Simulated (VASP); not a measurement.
# PbF2 (I4/mmm) in VASP: notebook, part 2 of 2

VASP 6.6.1. The steps go on from the part before.

### 3 Single point, r2SCAN

This run uses another cell than the first one, of the same volume but with other edges.

Input file POSCAR:

```
PbF2
1.0
    0.0000000000      3.4284413872      2.2284869017
    3.4284413872      0.0000000000      2.2284869017
    3.4284413872      3.4284413872      0.0000000000
Pb F
1 2
Direct
    0.0000000000      0.0000000000      0.0000000000
    0.2500000000      0.2500000000      0.2500000000
    0.7500000000      0.7500000000      0.7500000000
```

Input file INCAR.step1:

```
SYSTEM = PbF2
ALGO = Normal ; EDIFF = 1E-4
ENCUT = 520 ; GGA = PE
ISMEAR = 0 ; LASPH = .TRUE.
LCHARG = .FALSE. ; LREAL = .FALSE.
LWAVE = .TRUE. ; NBANDS = 21
NELM = 100 ; PREC = Accurate
SIGMA = 0.05
```

Input file INCAR.step2:

```
SYSTEM = PbF2
ALGO = Normal ; EDIFF = 1E-6
ENCUT = 520 ; ISIF = 2
ISMEAR = 0 ; ISTART = 1
LASPH = .TRUE. ; LCHARG = .TRUE.
LELF = .TRUE. ; LMIXTAU = .TRUE.
LREAL = .FALSE. ; LVHAR = .TRUE.
LWAVE = .FALSE. ; METAGGA = R2SCAN
NBANDS = 21 ; NELM = 100
PREC = Accurate ; SIGMA = 0.05
```

Input file KPOINTS:

```
k-points
0
G
  8 8 8
  0 0 0
```

Potentials or basis: VASP PAW PBE potentials, release 64 (Pb_d, F).

On the command line:

```
$ cat potpaw_PBE.64/Pb_d/POTCAR potpaw_PBE.64/F/POTCAR > POTCAR
$ cp INCAR.step1 INCAR
$ mpirun -np 1 vasp_std > vasp.out
$ cp INCAR.step2 INCAR
$ mpirun -np 1 vasp_std > vasp.out
```

OUTCAR:

```text
SYSTEM = PbF2
   EDIFF = 1E-6
   ENCUT = 520
   ISIF = 2
   ISMEAR = 0
   ISTART = 1
   LASPH = .TRUE.
   LREAL = .FALSE.
   METAGGA = R2SCAN
   NELM = 100
   PREC = Accurate

 ion  position               nearest neighbor table
   1  0.000  0.000  0.000-   2 2.67   3 2.67   3 2.67   3 2.67   3 2.67   2 2.67   2 2.67   2 2.67

   2  0.250  0.250  0.250-   1 2.67   1 2.67   1 2.67   1 2.67
   3  0.750  0.750  0.750-   1 2.67   1 2.67   1 2.67   1 2.67

  LATTYP: Found a body centered tetragonal cell.
 ALAT       =     4.8485483076
 C/A-ratio  =     0.9192388156

  Lattice vectors:

 A1 = (   0.0000000000,  -3.4284413872,  -2.2284869017)
 A2 = (   0.0000000000,   3.4284413872,  -2.2284869017)
 A3 = (   3.4284413872,   0.0000000000,   2.2284869017)

Analysis of symmetry for initial positions (statically):
=====================================================================
 Subroutine PRICEL returns:
 Original cell was already a primitive cell.

 Routine SETGRP: Setting up the symmetry group for a
 body centered tetragonal supercell.

 Subroutine GETGRP returns: Found 16 space group operations
[... 163 lines left out ...]
  free energy    TOTEN  =       -68.71740564 eV

  energy without entropy =      -68.71740564  energy(sigma->0) =      -68.71740564

 E-fermi :   3.0538     XC(G=0): -10.0702

 val. band max:        2.7232119310   @ k =   0.5000   0.5000   0.0000
 cond. band min:       4.7332773922   @ k =   0.2500   0.2500   0.0000
 fundamental gap:      2.0100654612
 Fermi energy:         3.0537749132

 k-point     1 :       0.0000    0.0000    0.0000
  band No.  band energies     occupation
      1     -20.3785      2.00000
      2     -19.0693      2.00000
      3     -13.8962      2.00000
      4     -13.8962      2.00000
      5     -13.8931      2.00000
      6     -13.7992      2.00000
[... 565 lines left out ...]
     20      15.7199      0.00000
     21      18.4444      0.00000

 [... further k-points ...]

------------------------ aborting loop because EDIFF is reached ----------------------------------------

  FORCE on cell =-STRESS in cart. coord.  units (eV):
  Direction    XX          YY          ZZ          XY          YZ          ZX
  --------------------------------------------------------------------------------------
  -------------------------------------------------------------------------------------
  Total       -4.8226002     -4.8226002      7.8349915      0.0000000      0.0000000     -0.0000000
  in kB     -147.4885490   -147.4885490    239.6158671      0.0000000      0.0000000     -0.0000000
  external PRESSURE =     -18.4537437 kB  Pullay stress =       0.0000000 kB

 VOLUME and BASIS-vectors are now :
 -----------------------------------------------------------------------------
  energy-cutoff  :      520.00
  volume of cell :       52.39
      direct lattice vectors                 reciprocal lattice vectors
     0.000000000  3.428441387  2.228486902    -0.145838865  0.145838865  0.224367484
     3.428441387  0.000000000  2.228486902     0.145838865 -0.145838865  0.224367484
     3.428441387  3.428441387  0.000000000     0.145838865  0.145838865 -0.224367484

 POSITION                                       TOTAL-FORCE (eV/Angst)
 -----------------------------------------------------------------------------------
      0.00000      0.00000      0.00000        -0.000000      0.000000      0.000000
      1.71422      1.71422      1.11424        -0.000000     -0.000000     -0.000000
      5.14266      5.14266      3.34273         0.000000      0.000000      0.000000
 -----------------------------------------------------------------------------------
    total drift:                                0.000000     -0.000000      0.000000

  FREE ENERGIE OF THE ION-ELECTRON SYSTEM (eV)
  ---------------------------------------------------
  free  energy   TOTEN  =       -68.7174056390 eV

  energy  without entropy=      -68.7174056390  energy(sigma->0) =      -68.71740564
```

OSZICAR.step1:

```text
N       E                     dE             d eps       ncg     rms          rms(c)
DAV:   1     0.300519309494E+03    0.30052E+03   -0.14653E+04  2488   0.152E+03
DAV:   2     0.128043815788E+02   -0.28771E+03   -0.26869E+03  2638   0.427E+02
DAV:   3    -0.149132348776E+02   -0.27718E+02   -0.27329E+02  2956   0.141E+02
DAV:   4    -0.156927689213E+02   -0.77953E+00   -0.77898E+00  2791   0.247E+01
DAV:   5    -0.157183978452E+02   -0.25629E-01   -0.25627E-01  3187   0.470E+00    0.878E+00
DAV:   6    -0.130396355653E+02    0.26788E+01   -0.11784E+01  3372   0.249E+01    0.306E+00
DAV:   7    -0.129838803414E+02    0.55755E-01   -0.66292E-01  2653   0.455E+00    0.179E+00
DAV:   8    -0.129393288311E+02    0.44552E-01   -0.20090E-01  2833   0.420E+00    0.604E-01
DAV:   9    -0.129360216379E+02    0.33072E-02   -0.32439E-02  2921   0.115E+00    0.143E-01
DAV:  10    -0.129374226227E+02   -0.14010E-02   -0.48370E-03  2631   0.641E-01    0.703E-02
DAV:  11    -0.129372086201E+02    0.21400E-03   -0.57834E-04  2743   0.208E-01    0.262E-02
DAV:  12    -0.129372061631E+02    0.24570E-05   -0.14338E-04  2171   0.106E-01
   1 F= -.12937206E+02 E0= -.12937206E+02  d E =-.415544E-17
```

Wall time 8.1 min (1 thread of AMD EPYC 7R43 (Zen 3), shared host); peak memory 0.17 GiB.

Results:

* Free energy: -68.7174 eV
* Pressure: -1.8 GPa
* Band gap on the k mesh: 2.01 eV (least direct gap 2.71 eV)

Levels at points of the mesh, in eV from the valence-band top:
| k point | band 11 | band 12 | band 13 | band 14 | band 15 | band 16 | band 17 | band 18 |
| --- | --- | --- | --- | --- | --- | --- | --- | --- |
| (0.00, 0.00, 0.00) | -3.60 | -2.60 | -2.60 | -0.04 | 5.38 | 6.93 | 6.93 | 9.85 |
| (0.50, 0.00, 0.00) | -3.04 | -2.52 | -2.40 | -1.38 | 2.62 | 6.09 | 6.30 | 11.04 |
| (0.50, 0.50, 0.00) | -3.47 | -2.23 | -2.23 | 0.00 | 3.65 | 5.88 | 5.89 | 8.36 |
| (0.50, 0.00, 0.50) | -3.10 | -2.27 | -1.24 | 0.00 | 2.70 | 5.91 | 7.08 | 8.15 |

Caveat: the PAW data sets were made with another functional, which shifts forces and pressure a little; spin-orbit coupling is left out, which moves the levels of the heavy elements.

### 4 Single point, r2SCAN

This run uses another cell than the first one, of the same volume but with other edges.

Input file POSCAR:

```
PbF2
1.0
    0.0000000000      2.5944029432      3.8916044148
    2.5944029432      0.0000000000      3.8916044148
    2.5944029432      2.5944029432      0.0000000000
Pb F
1 2
Direct
    0.0000000000      0.0000000000      0.0000000000
    0.2500000000      0.2500000000      0.2500000000
    0.7500000000      0.7500000000      0.7500000000
```

Input file INCAR.step1:

```
SYSTEM = PbF2
PREC     = Accurate       ! precision mode
ENCUT    = 520            ! plane-wave cutoff, eV
ISMEAR   = 0              ! smearing method
SIGMA    = 0.05           ! smearing width, eV
LREAL    = .False.        ! projectors in reciprocal space
LASPH    = .True.         ! aspherical terms in the spheres
NELM     = 100            ! most SCF steps
NBANDS   = 21             ! bands
GGA      = PE             ! functional
ALGO     = Normal         ! electronic algorithm
EDIFF    = 1E-4           ! SCF threshold, eV
LWAVE    = .True.         ! write WAVECAR
LCHARG   = .False.        ! write CHGCAR
```

Input file INCAR.step2:

```
SYSTEM = PbF2
PREC     = Accurate       ! precision mode
ENCUT    = 520            ! plane-wave cutoff, eV
EDIFF    = 1E-6           ! SCF threshold, eV
ISMEAR   = 0              ! smearing method
SIGMA    = 0.05           ! smearing width, eV
LREAL    = .False.        ! projectors in reciprocal space
LASPH    = .True.         ! aspherical terms in the spheres
NELM     = 100            ! most SCF steps
ALGO     = Normal         ! electronic algorithm
ISIF     = 2              ! what is computed and relaxed
LWAVE    = .False.        ! write WAVECAR
LCHARG   = .False.        ! write CHGCAR
METAGGA  = R2SCAN         ! meta-GGA
LMIXTAU  = .True.       
NBANDS   = 21             ! bands
ISTART   = 1
```

Input file KPOINTS:

```
regular mesh
0
Gamma
  8 8 8
  0 0 0
```

On the command line:

```
$ cat potpaw_PBE.64/Pb_d/POTCAR potpaw_PBE.64/F/POTCAR > POTCAR
$ cp INCAR.step1 INCAR
$ mpirun -np 1 vasp_std > vasp.out
$ cp INCAR.step2 INCAR
$ mpirun -np 1 vasp_std > vasp.out
```

It took 8.8 min on 1 thread of AMD EPYC 7R43 (Zen 3), shared host; peak memory 0.19 GiB.

Results (log left out):

| Quantity | Value |
| --- | --- |
| Free energy | -68.8645 eV |
| Pressure | -5.4 GPa |
| Band gap on the k mesh | 2.80 eV (least direct gap 3.00 eV) |

Stress tensor (GPa, compression positive):
```
  6.39   0.00   0.00
  0.00   6.39   0.00
  0.00   0.00 -28.98
```

Levels at points of the mesh, in eV from the valence-band top:
```csv
k point,band 11,band 12,band 13,band 14,band 15,band 16,band 17,band 18
"(0.00, 0.00, 0.00)",-2.26,-1.74,-0.51,-0.51,6.70,6.70,8.16,10.64
"(0.50, 0.00, 0.00)",-1.89,-1.61,-1.41,-0.45,2.87,7.84,8.31,13.22
"(0.50, 0.50, 0.00)",-1.68,-0.42,-0.42,0.00,5.19,7.71,7.71,9.49
"(0.50, 0.00, 0.50)",-1.93,-1.36,-0.21,-0.19,2.80,5.10,8.17,8.32
```

Caveat: the cell stands under tension; the PAW data sets were made with another functional, which shifts forces and pressure a little; spin-orbit coupling is left out, which moves the levels of the heavy elements.

### 5 Single point, r2SCAN

This run uses another cell than the first one, of the same volume but with other edges.

Input file POSCAR:

```
PbF2
1.0
    0.0000000000      3.0105379328      2.8901164154
    3.0105379328      0.0000000000      2.8901164154
    3.0105379328      3.0105379328      0.0000000000
Pb F
1 2
Direct
    0.0000000000      0.0000000000      0.0000000000
    0.2500000000      0.2500000000      0.2500000000
    0.7500000000      0.7500000000      0.7500000000
```

Input file INCAR.step1:

```
SYSTEM = PbF2
ALGO = Normal
EDIFF = 1E-4
ENCUT = 520
GGA = PE
ISMEAR = 0
LASPH = .TRUE.
LCHARG = .FALSE.
LREAL = .FALSE.
LWAVE = .TRUE.
NBANDS = 21
NELM = 60
PREC = Accurate
SIGMA = 0.05
```

Input file INCAR.step2:

```
SYSTEM = PbF2
ALGO = Normal
EDIFF = 1E-6
ENCUT = 520
ISIF = 2
ISMEAR = 0
ISTART = 1
LASPH = .TRUE.
LCHARG = .FALSE.
LMIXTAU = .TRUE.
LREAL = .FALSE.
LWAVE = .FALSE.
METAGGA = R2SCAN
NBANDS = 21
NELM = 60
PREC = Accurate
SIGMA = 0.05
```

Input file KPOINTS:

```
k-points
0
G
  8 8 8
  0 0 0
```

Potentials or basis: VASP PAW PBE potentials, release 64 (Pb_d, F).

On the command line:

```
$ cat potpaw_PBE.64/Pb_d/POTCAR potpaw_PBE.64/F/POTCAR > POTCAR
$ cp INCAR.step1 INCAR
$ mpirun -np 1 vasp_std > vasp.out
$ cp INCAR.step2 INCAR
$ mpirun -np 1 vasp_std > vasp.out
```

OUTCAR:

```text
SYSTEM = PbF2
   EDIFF = 1E-6
   ENCUT = 520
   ISIF = 2
   ISMEAR = 0
   ISTART = 1
   LASPH = .TRUE.
   LREAL = .FALSE.
   METAGGA = R2SCAN
   NELM = 60
   PREC = Accurate

 ion  position               nearest neighbor table
   1  0.000  0.000  0.000-   3 2.57   3 2.57   3 2.57   2 2.57   3 2.57   2 2.57   2 2.57   2 2.57

   2  0.250  0.250  0.250-   1 2.57   1 2.57   1 2.57   1 2.57
   3  0.750  0.750  0.750-   1 2.57   1 2.57   1 2.57   1 2.57

  LATTYP: Found a body centered tetragonal cell.
 ALAT       =     4.2575435746
 C/A-ratio  =     1.3576450198

  Lattice vectors:

 A1 = (   0.0000000000,  -3.0105379328,  -2.8901164154)
 A2 = (   0.0000000000,   3.0105379328,  -2.8901164154)
 A3 = (   3.0105379328,   0.0000000000,   2.8901164154)

Analysis of symmetry for initial positions (statically):
=====================================================================
 Subroutine PRICEL returns:
 Original cell was already a primitive cell.

 Routine SETGRP: Setting up the symmetry group for a
 body centered tetragonal supercell.

 Subroutine GETGRP returns: Found 16 space group operations
[... 163 lines left out ...]
  free energy    TOTEN  =       -70.15152066 eV

  energy without entropy =      -70.15152066  energy(sigma->0) =      -70.15152066

 E-fermi :   1.8186     XC(G=0):  -9.9774

 val. band max:        1.5112921792   @ k =  -0.2500   0.2500   0.5000
 cond. band min:       6.2814188113   @ k =   0.5000   0.5000   0.0000
 fundamental gap:      4.7701266321
 Fermi energy:         1.8186494697

 k-point     1 :       0.0000    0.0000    0.0000
  band No.  band energies     occupation
      1     -20.8952      2.00000
      2     -20.3123      2.00000
      3     -13.4410      2.00000
      4     -13.4410      2.00000
      5     -13.4137      2.00000
      6     -13.3910      2.00000
[... 565 lines left out ...]
     20      16.7498      0.00000
     21      17.7883      0.00000

 [... further k-points ...]

------------------------ aborting loop because EDIFF is reached ----------------------------------------

  FORCE on cell =-STRESS in cart. coord.  units (eV):
  Direction    XX          YY          ZZ          XY          YZ          ZX
  --------------------------------------------------------------------------------------
  -------------------------------------------------------------------------------------
  Total       -0.5166544     -0.5166544      0.2071061      0.0000000     -0.0000000      0.0000000
  in kB      -15.8007304    -15.8007304      6.3338809      0.0000000     -0.0000000      0.0000000
  external PRESSURE =      -8.4225266 kB  Pullay stress =       0.0000000 kB

 VOLUME and BASIS-vectors are now :
 -----------------------------------------------------------------------------
  energy-cutoff  :      520.00
  volume of cell :       52.39
      direct lattice vectors                 reciprocal lattice vectors
     0.000000000  3.010537933  2.890116415    -0.166083275  0.166083275  0.173003412
     3.010537933  0.000000000  2.890116415     0.166083275 -0.166083275  0.173003412
     3.010537933  3.010537933  0.000000000     0.166083275  0.166083275 -0.173003412

 POSITION                                       TOTAL-FORCE (eV/Angst)
 -----------------------------------------------------------------------------------
      0.00000      0.00000      0.00000         0.000000      0.000000     -0.000000
      1.50527      1.50527      1.44506        -0.000000     -0.000000      0.000000
      4.51581      4.51581      4.33517        -0.000000     -0.000000     -0.000000
 -----------------------------------------------------------------------------------
    total drift:                                0.000000     -0.000000      0.000000

  FREE ENERGIE OF THE ION-ELECTRON SYSTEM (eV)
  ---------------------------------------------------
  free  energy   TOTEN  =       -70.1515206552 eV

  energy  without entropy=      -70.1515206552  energy(sigma->0) =      -70.15152066
```

OSZICAR.step1:

```text
N       E                     dE             d eps       ncg     rms          rms(c)
DAV:   1     0.298730188562E+03    0.29873E+03   -0.14670E+04  2501   0.152E+03
DAV:   2     0.111763202526E+02   -0.28755E+03   -0.26944E+03  2603   0.425E+02
DAV:   3    -0.154969432276E+02   -0.26673E+02   -0.26357E+02  2939   0.139E+02
DAV:   4    -0.162575571038E+02   -0.76061E+00   -0.76007E+00  2852   0.247E+01
DAV:   5    -0.162841414549E+02   -0.26584E-01   -0.26582E-01  3188   0.477E+00    0.802E+00
DAV:   6    -0.143366385899E+02    0.19475E+01   -0.88138E+00  3333   0.232E+01    0.266E+00
DAV:   7    -0.143352888351E+02    0.13498E-02   -0.46491E-01  2648   0.408E+00    0.157E+00
DAV:   8    -0.143321136486E+02    0.31752E-02   -0.10679E-01  2663   0.356E+00    0.561E-01
DAV:   9    -0.143285062665E+02    0.36074E-02   -0.21029E-02  3309   0.108E+00    0.104E-01
DAV:  10    -0.143296716764E+02   -0.11654E-02   -0.16544E-03  2583   0.358E-01    0.349E-02
DAV:  11    -0.143296507134E+02    0.20963E-04   -0.13234E-04  2345   0.102E-01
   1 F= -.14329651E+02 E0= -.14329651E+02  d E =-.181985E-18
```

Run time: 6.7 min. Hardware: 1 thread of AMD EPYC 7R43 (Zen 3), shared host; peak memory 0.18 GiB.

What came out:

```yaml
Free_energy: -70.1515 eV
Pressure: -0.8 GPa
Band_gap_on_the_k_mesh: 4.77 eV (least direct gap 5.03 eV)
```

Stress tensor (GPa, compression positive):
```
-1.58  0.00  0.00
 0.00 -1.58  0.00
 0.00  0.00  0.63
```

Caveat: the PAW data sets were made with another functional, which shifts forces and pressure a little; spin-orbit coupling is left out, which moves the levels of the heavy elements. A k mesh can miss the band edges.

### 6 Summary

| cell | gap on the mesh (eV) | pressure (GPa) |
| --- | --- | --- |
| a = 4.277, b = 4.277, c = 4.069 Å, angles 61.6, 61.6, 56.8°, 3 atoms | 4.58 | -1.1 |
| a = 4.089, b = 4.089, c = 4.849 Å, angles 53.6, 53.6, 72.7°, 3 atoms | 2.01 | -1.8 |
| a = 4.677, b = 4.677, c = 3.669 Å, angles 66.9, 66.9, 46.2°, 3 atoms | 2.80 | -5.4 |
| a = 4.173, b = 4.173, c = 4.258 Å, angles 59.3, 59.3, 61.3°, 3 atoms | 4.77 | -0.8 |

Alike in all rows: task single point; level r2SCAN; potentials or basis VASP PAW PBE potentials, release 64 (Pb_d, F); no spin polarisation; k mesh 8 × 8 × 8; cutoff (eV) 520; smearing gaussian 0.05 eV.

Caveats: the PAW data sets were made with another functional, which shifts forces and pressure a little; spin-orbit coupling is left out, which moves the levels of the heavy elements; the cell stands under tension (at least some runs).

Total energies depend on the potentials used, so only differences within one code and one set of settings carry meaning.
